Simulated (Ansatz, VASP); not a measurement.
Two plane-wave programs on La

The input POSCAR:

```
La
1.0
    0.0000000000      2.6187715820      2.6187715820
    2.6187715820      0.0000000000      2.6187715820
    2.6187715820      2.6187715820      0.0000000000
La
1
Direct
    0.0000000000      0.0000000000      0.0000000000
```

Contents of INCAR.step1:

```
PREC = Accurate
ENCUT = 520
ISMEAR = -1
SIGMA = 0.1
LREAL = False
LASPH = True
NELM = 80
NBANDS = 12
GGA = PE
ALGO = Normal
EDIFF = 1E-4
LWAVE = True
LCHARG = False
```

File INCAR.step2:

```
PREC = Accurate
ENCUT = 520
EDIFF = 1E-7
ISMEAR = -1
SIGMA = 0.1
LREAL = False
LASPH = True
NELM = 80
ALGO = Normal
ISIF = 2
LWAVE = False
LCHARG = False
METAGGA = R2SCAN
LMIXTAU = True
NBANDS = 12
ISTART = 1
```

The input KPOINTS:

```
regular mesh
0
Gamma
  12 12 12
```

Input for Ansatz:

```yaml
crystal:
  lattice:
    - [0.0, 2.618771582, 2.618771582]
    - [2.618771582, 0.0, 2.618771582]
    - [2.618771582, 2.618771582, 0.0]
  atoms:
    - { symbol: La, position: [0.0, 0.0, 0.0] }
hamiltonian:
  xc: r2scan
  pseudopotentials:
    kind: paw
    azcp:
      La: "pseudopotentials/La.paw.azcp"
basis:
  ecutwfc: 500
  fft_grid_basis: typed
kpoints:
  mp_grid: { grid: [12, 12, 12], shift: [0, 0, 0] }
magnetization:
  spin_polarized: false
scf:
  occupations: { method: fermi_dirac, width: 0.1 }
  lower_state_search: "off"
output:
  stress: true
```

Alike in both runs: task single point; functional r2SCAN; k mesh 12 × 12 × 12; occupations fermi-dirac, width 0.1 eV; no spin polarisation.

|  | VASP | Ansatz |
| --- | --- | --- |
| version | VASP 6.6.1 | Ansatz 0.2.0 |
| potentials or method | VASP PAW PBE potentials, release 64 (La), cutoff 520 eV | plane waves (500 eV) with PAW, scalar-relativistic |
| valence electrons in the cell | 11 | 11 |

```tsv
	VASP	Ansatz	Ansatz less VASP
pressure (GPa)	0.8	0.7	-0.08
```

VASP's potentials were made for PBE, not for r2SCAN.

Spin-orbit coupling is off throughout.
